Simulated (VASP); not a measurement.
Wanted: the native input for a VASP 6.6.1 run.

| Item | Value |
| --- | --- |
| Task | electric field gradients |
| Functional | PBEsol |
| Potentials or basis | VASP PAW PBE potentials, release 64 (Ti_sv, O) |
| Cutoff | 520 eV |
| k mesh | 12 × 12 × 12 |
| Occupations | fermi-dirac, width 0.15 eV |
| Spin | no spin polarisation |
| Dipole correction | no |
| Further INCAR settings | ALGO = Normal; EDIFF = 1e-08; NBANDS = 39 |

The structure of Ti3O4 lies in POSCAR:

```
Ti3O4
1.0
   -2.0506581580      2.0506581580      4.0525212939
    2.0506581580     -2.0506581580      4.0525212939
    2.0506581580      2.0506581580     -4.0525212939
Ti O
3 4
Direct
    0.2500000000      0.7500000000      0.5000000000
    0.5000000000      0.5000000000      0.0000000000
    0.7500000000      0.2500000000      0.5000000000
    0.0000000000      0.5000000000      0.5000000000
    0.2430420723      0.2430420723      0.0000000000
    0.5000000000      0.0000000000      0.5000000000
    0.7569579277      0.7569579277      0.0000000000
```

The input as run:

INCAR

```
SYSTEM = Ti3O4
PREC = Accurate
ENCUT = 520
EDIFF = 1E-8
ISMEAR = -1
SIGMA = 0.15
LREAL = .False.
LASPH = .True.
NELM = 100
ALGO = Normal
ISIF = 2
LWAVE = .False.
LCHARG = .False.
GGA = PS
LEFG = .True.
NBANDS = 39
```

KPOINTS

```
Automatic mesh
0
Gamma
  12 12 12
  0 0 0
```

Potentials or basis: VASP PAW PBE potentials, release 64 (Ti_sv, O).

Launch:

```bash
$ cat potpaw_PBE.64/Ti_sv/POTCAR potpaw_PBE.64/O/POTCAR > POTCAR
$ mpirun -np 1 vasp_std > vasp.out
```

It gave:

- Pressure: 0.7 GPa
- Largest force: 0.023 eV/Å
- Band gap on the k mesh: zero (bands 30 and 31 overlap by 3.62 eV)
- Largest electric field gradient by atom: Ti -12.3, -15.8 (each value once); O -48.1, -15.3 (each value once) V/Å²

Caveat: without QUAD_EFG the Cq values of the log hold for a quadrupole moment of 1 mb, not for the nuclei; the PAW data sets were made with another functional, which shifts forces and pressure a little; semilocal functionals often make such compounds metallic where correlation or magnetic order opens a gap, which also shifts bond lengths.

It took 11 min on 1 thread of Intel(R) Xeon(R) Platinum 8259CL CPU @ 2.50GHz (Skylake/Cascade Lake) (shared host), peak memory 0.47 GiB.
